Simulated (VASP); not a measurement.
Input of a VASP 6.6.1 run:

INCAR

```
SYSTEM = Zn4S
  PREC = Accurate
  ENCUT = 600
  EDIFF = 1E-6
  ISMEAR = 0
  SIGMA = 0.1
  LREAL = .False.
  LASPH = .True.
  NELM = 80
  ALGO = Normal
  ISIF = 3
  LWAVE = .False.
  LCHARG = .False.
  GGA = PE
  IBRION = 2
  NSW = 100
  EDIFFG = -0.01
```

File KPOINTS:

```
Automatic mesh
0
Gamma
  8 8 8
  0 0 0
```

File POSCAR:

```
Zn4S
1.0
    4.7093523801      0.0000000000      0.0000000000
    0.0000000000      4.7093523801      0.0000000000
    0.0000000000      0.0000000000      4.7093523801
Zn S
4 1
Direct
    0.5000000000      0.5000000000      0.5000000000
    0.0000000000      0.5000000000      0.5000000000
    0.5000000000      0.0000000000      0.5000000000
    0.5000000000      0.5000000000      0.0000000000
    0.0000000000      0.0000000000      0.0000000000
```

Potentials or basis: VASP PAW PBE potentials, release 64 (Zn, S).

Launch:

```bash
$ cat potpaw_PBE.64/Zn/POTCAR potpaw_PBE.64/S/POTCAR > POTCAR
$ mpirun -np 1 vasp_std > vasp.out
```

Task: What does it give for the relaxed volume?

Result: 21.09 Å³/atom.

Task: Predict the relaxed cell.

Result: a = 4.725 Å, b = 4.725 Å, c = 4.725 Å, α = 90.00°, β = 90.00°, γ = 90.00°.

Task: What does it give for the space group after relaxing (to 0.05 Å)?

Result: Pm-3m (No. 221).

The path:
```csv
step,energy change (eV),largest force (eV/Å),pressure (GPa),volume (Å³)
1,0.0000,0.0000,0.51,104.44
2,-0.0013,0.0000,-0.05,105.46
```
